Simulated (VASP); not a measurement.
# Ti3Al (P-6m2) in VASP: a series of runs

Ti3Al is run at these levels: PBEsol; tasks: single point.

Program: VASP 6.6.1. These are calculated values, not measurements. Logs are shortened: lines on timing, memory, paths and dates and some standing lists are left out, and cuts for length are marked.

**1. The cell of the first run**

The structure is hexagonal, space group P-6m2 (No. 187). Conventional cell: a = 2.822 Å, b = 2.822 Å, c = 9.620 Å, α = 90.00°, β = 90.00°, γ = 120.00°. Within 3.6 Å of Ti (site symmetry -6m2) lie 12 Ti at 2.77 to 2.82 Å. Ti (site symmetry 3m) has 9 Ti at 2.77 to 2.82 Å and 3 Al at 3.05 Å within 3.6 Å. Within 3.7 Å of Al (site symmetry -6m2) lie 6 Al at 2.82 Å and 6 Ti at 3.05 Å.

**2. Single point, PBEsol**

The input, INCAR:

```
  PREC = Accurate
  ENCUT = 520
  EDIFF = 1E-6
  ISMEAR = 0
  SIGMA = 0.15
  LREAL = False
  LASPH = True
  NELM = 60
  ALGO = Fast
  ISIF = 2
  LWAVE = False
  LCHARG = False
  GGA = PS
  NBANDS = 28
```

The input, KPOINTS:

```
Automatic mesh
0
Gamma
  15 15 6
```

The input, POSCAR:

```
Ti3Al
1.0
    2.8221296140      0.0000000000      0.0000000000
   -1.4110648070      2.4440359385      0.0000000000
    0.0000000000      0.0000000000      9.6195110023
Ti Al
3 1
Direct
    0.6666666667      0.3333333333      0.0000000000
    0.3333333333      0.6666666667      0.7675875759
    0.3333333333      0.6666666667      0.2324124241
    0.6666666667      0.3333333333      0.5000000000
```

Potentials or basis: VASP PAW PBE potentials, release 64 (Ti_sv, Al).

Launch:

```
$ cat potpaw_PBE.64/Ti_sv/POTCAR potpaw_PBE.64/Al/POTCAR > POTCAR
$ mpirun -np 1 vasp_std > vasp.out
```

OUTCAR:

```text
PREC = Accurate
   ENCUT = 520
   EDIFF = 1E-6
   ISMEAR = 0
   LREAL = False
   LASPH = True
   NELM = 60
   ISIF = 2
   GGA = PS

 ion  position               nearest neighbor table
   1  0.667  0.333  0.000-   2 2.77   3 2.77   2 2.77   3 2.77   2 2.77   3 2.77
   2  0.333  0.667  0.768-   1 2.77   1 2.77   1 2.77   4 3.05   4 3.05   4 3.05
   3  0.333  0.667  0.232-   1 2.77   1 2.77   1 2.77   4 3.05   4 3.05   4 3.05
   4  0.667  0.333  0.500-   2 3.05   3 3.05   2 3.05   3 3.05   2 3.05   3 3.05

  LATTYP: Found a hexagonal cell.
 ALAT       =     2.8221296140
 C/A-ratio  =     3.4086000000

  Lattice vectors:

 A1 = (   2.8221296140,   0.0000000000,   0.0000000000)
 A2 = (  -1.4110648070,   2.4440359385,   0.0000000000)
 A3 = (   0.0000000000,   0.0000000000,   9.6195110023)

Analysis of symmetry for initial positions (statically):
=====================================================================
 Subroutine PRICEL returns:
 Original cell was already a primitive cell.

 Routine SETGRP: Setting up the symmetry group for a
 hexagonal supercell.

 Subroutine GETGRP returns: Found 12 space group operations
 (whereof 12 operations were pure point group operations)
 out of a pool of 24 trial point group operations.

The static configuration has the point symmetry D_3h.

Analysis of symmetry for dynamics (positions and initial velocities):
=====================================================================
 Subroutine PRICEL returns:
 Original cell was already a primitive cell.

 Routine SETGRP: Setting up the symmetry group for a
 hexagonal supercell.

 Subroutine GETGRP returns: Found 12 space group operations
 (whereof 12 operations were pure point group operations)
 out of a pool of 24 trial point group operations.

The dynamic configuration has the point symmetry D_3h.

 Subroutine INISYM returns: Found 12 space group operations
 (whereof 12 operations are pure point group operations),
 and found     1 'primitive' translations

----------------------------------------------------------------------------------------

                                     Primitive cell

  volume of cell :      66.3495

  direct lattice vectors                    reciprocal lattice vectors
     2.822129614  0.000000000  0.000000000     0.354342336  0.204579643  0.000000000
[... 88 lines left out ...]
   ENCUT  =  520.0 eV  38.22 Ry    6.18 a.u.   5.25  5.25 17.89*2*pi/ulx,y,z
   NELM   =     60;   NELMIN=  2; NELMDL= -5     # of ELM steps
   EDIFF  = 0.1E-05   stopping-criterion for ELM
   LREAL  =      F    real-space projection
   EDIFFG = 0.1E-04   stopping-criterion for IOM
   NSW    =      0    number of steps for IOM
   IBRION =     -1    ionic relax: 0-MD 1-quasi-New 2-CG
   NFREE  =      0    steps in history (QN), initial steepest desc. (CG)
   ISIF   =      2    stress and relaxation
   ISYM   =      2    0-nonsym 1-usesym 2-fastsym
   POTIM  = 0.5000    time-step for ionic-motion
   TEBEG  =    0.0;   TEEND  =   0.0 temperature during run
   PSTRESS=    0.0 pullay stress
   NELECT =      39.0000    total number of electrons
   NUPDOWN=      -1.0000    fix difference up-down
   EMIN   =  10.00;   EMAX   =-10.00  energy-range for DOS
   EFERMI =   0.00;   METHOD = LEGACY
   ISMEAR =     0;   SIGMA  =   0.15  broadening in eV -4-tet -1-fermi 0-gaus
   EFERMI_NEDOS =   21; number of points for ismear=-14 and -15
   IALGO  =     68    algorithm
   IMIX   =      4    mixing-type and parameters
     AMIX     =   0.40;   BMIX     =  1.00
     AMIX_MAG =   1.60;   BMIX_MAG =  1.00
  volume/ion in A,a.u.               =      16.59       111.94
  Fermi-wavevector in a.u.,A,eV,Ry     =   1.371357  2.591489 25.587388  1.880620
  Thomas-Fermi vector in A             =   2.497061
   LORBIT       =      0    0 simple, 1 ext, 2 COOP (PROOUT), +10 PAW based schemes
   GGA     = PS    functional components
   LHFCALC =     F    Hartree Fock is set to
   AEXX    =    0.0000 exact exchange contribution
   IVDW    =     0    specifies the selected vdW correction
   LEPSILON=     F    determine dielectric tensor
   LRPA    =     F    only Hartree local field effects (RPA)
 non-spin polarized calculation
 RMM-DIIS sequential band-by-band and
 Gauss-broadening in eV      SIGMA  =   0.15
  energy-cutoff  :      520.00
  volume of cell :       66.35
 maximum number of plane-waves:      1804
 NGX is ok and might be reduce to    24
   NGX = 11   NGY = 11   NGZ = 35

 number of electron      39.0000008 magnetization

 Free energy of the ion-electron system (eV)
  ---------------------------------------------------
  ext. energy  EPLUGINS =         0.00000000
  ---------------------------------------------------
  free energy    TOTEN  =       -29.31065358 eV

  energy without entropy =      -29.25959582  energy(sigma->0) =      -29.28512470

 E-fermi :   8.2916     XC(G=0): -11.4333

 val. band max:        8.2872123113   @ k =   0.2667   0.2667   0.0000
 cond. band min:       8.2966130091   @ k =   0.2000  -0.0000   0.3333
 fundamental gap:      0.0094006978
 Fermi energy:         8.2915538560

 k-point     1 :       0.0000    0.0000    0.0000
  band No.  band energies     occupation
      1     -48.1514      2.00000
      2     -48.1229      2.00000
      3     -47.9091      2.00000
      4     -24.8332      2.00000
      5     -24.5601      2.00000
      6     -24.0772      2.00000
[... 733 lines left out ...]
     27      11.3406      0.00000
     28      11.9875      0.00000

 [... further k-points ...]

------------------------ aborting loop because EDIFF is reached ----------------------------------------

  FORCE on cell =-STRESS in cart. coord.  units (eV):
  Direction    XX          YY          ZZ          XY          YZ          ZX
  --------------------------------------------------------------------------------------
  -------------------------------------------------------------------------------------
  Total        2.3296549      2.3296549     -2.7830901      0.0000000      0.0000000      0.0000000
  in kB       56.2554537     56.2554537    -67.2048034      0.0000000      0.0000000      0.0000000
  external PRESSURE =      15.1020347 kB  Pullay stress =       0.0000000 kB

 VOLUME and BASIS-vectors are now :
 -----------------------------------------------------------------------------
  energy-cutoff  :      520.00
  volume of cell :       66.35
      direct lattice vectors                 reciprocal lattice vectors
     2.822129614  0.000000000  0.000000000     0.354342336  0.204579643  0.000000000
    -1.411064807  2.444035938  0.000000000     0.000000000  0.409159286  0.000000000
     0.000000000  0.000000000  9.619511002     0.000000000  0.000000000  0.103955388

 POSITION                                       TOTAL-FORCE (eV/Angst)
 -----------------------------------------------------------------------------------
      1.41106      0.81468      0.00000         0.000000      0.000000      0.000000
     -0.00000      1.62936      7.38382         0.000000      0.000000     -1.151245
     -0.00000      1.62936      2.23569         0.000000     -0.000000      1.151245
      1.41106      0.81468      4.80976        -0.000000      0.000000      0.000000
 -----------------------------------------------------------------------------------
    total drift:                                0.000000     -0.000000      0.000000

  FREE ENERGIE OF THE ION-ELECTRON SYSTEM (eV)
  ---------------------------------------------------
  free  energy   TOTEN  =       -29.3106535752 eV

  energy  without entropy=      -29.2595958221  energy(sigma->0) =      -29.28512470
```

OSZICAR:

```text
N       E                     dE             d eps       ncg     rms          rms(c)
DAV:   1     0.473017666455E+03    0.47302E+03   -0.19527E+04  6048   0.163E+03
DAV:   2     0.257838312721E+02   -0.44723E+03   -0.43877E+03  6128   0.499E+02
DAV:   3    -0.272541730796E+02   -0.53038E+02   -0.51737E+02 10588   0.144E+02
[... 39 lines left out ...]
RMM:  43    -0.293106504784E+02   -0.10300E-05   -0.14452E-05  5987   0.141E-02    0.269E-03
RMM:  44    -0.293106513957E+02   -0.91730E-06   -0.13026E-05  6047   0.134E-02    0.259E-03
RMM:  45    -0.293106522262E+02   -0.83048E-06   -0.11872E-05  5699   0.127E-02    0.286E-03
RMM:  46    -0.293106529125E+02   -0.68635E-06   -0.10164E-05  5855   0.121E-02    0.268E-03
RMM:  47    -0.293106535752E+02   -0.66260E-06   -0.96709E-06  5689   0.115E-02
   1 F= -.29310654E+02 E0= -.29285125E+02  d E =-.510578E-01
```

stdout:

```text
POSCAR found type information on POSCAR TiAl
 POSCAR found :  2 types and       4 ions
 scaLAPACK will be used
 -----------------------------------------------------------------------------
|                                                                             |
|                                                                             |
[... 23 lines left out ...]
WARNING in EDDRMM: call to ZHEGV failed, returncode =   8  4     16
WARNING in EDDRMM: call to ZHEGV failed, returncode =   8  4     24
WARNING in EDDRMM: call to ZHEGV failed, returncode =   6  3     15
WARNING in EDDRMM: call to ZHEGV failed, returncode =   8  4     11
WARNING in EDDRMM: call to ZHEGV failed, returncode =   8  4      8
WARNING in EDDRMM: call to ZHEGV failed, returncode =   8  4     19
WARNING in EDDRMM: call to ZHEGV failed, returncode =   8  4      5
WARNING in EDDRMM: call to ZHEGV failed, returncode =   8  4     15
```

Wall time 10 min (1 thread of Intel Xeon Platinum 8488C (Sapphire Rapids), shared host); peak memory 0.31 GiB.

Results:

```yaml
Free_energy: -29.3107 eV
Pressure: 1.5 GPa
Largest_force: 1.151 eV/Å
Band_gap_on_the_k_mesh: zero (an odd number of electrons rules out a gap without spin polarisation)
```

Forces on the atoms (eV/Å):
```
Ti   0.000  0.000  0.000
Ti   0.000  0.000 -1.151
Ti   0.000  0.000  1.151
Al   0.000  0.000  0.000
```

Stress tensor (GPa, compression positive):
```
 5.63  0.00  0.00
 0.00  5.63  0.00
 0.00  0.00 -6.72
```

Levels at points of the mesh, in eV from the Fermi level:
| k point | band 15 | band 16 | band 17 | band 18 | band 19 | band 20 | band 21 | band 22 | band 23 | band 24 |
| --- | --- | --- | --- | --- | --- | --- | --- | --- | --- | --- |
| (0.00, 0.00, 0.00) | -5.03 | -2.83 | -1.63 | 0.53 | 0.74 | 0.87 | 0.87 | 0.92 | 0.92 | 1.27 |
| (0.00, 0.00, 0.50) | -3.67 | -3.59 | -1.80 | 0.44 | 0.75 | 0.87 | 0.87 | 0.92 | 0.92 | 1.28 |

Caveat: the stress differs along the axes, from -7 to 6 GPa; the PAW data sets were made with another functional, which shifts forces and pressure a little.

(Part 1 of 2 ends here.)
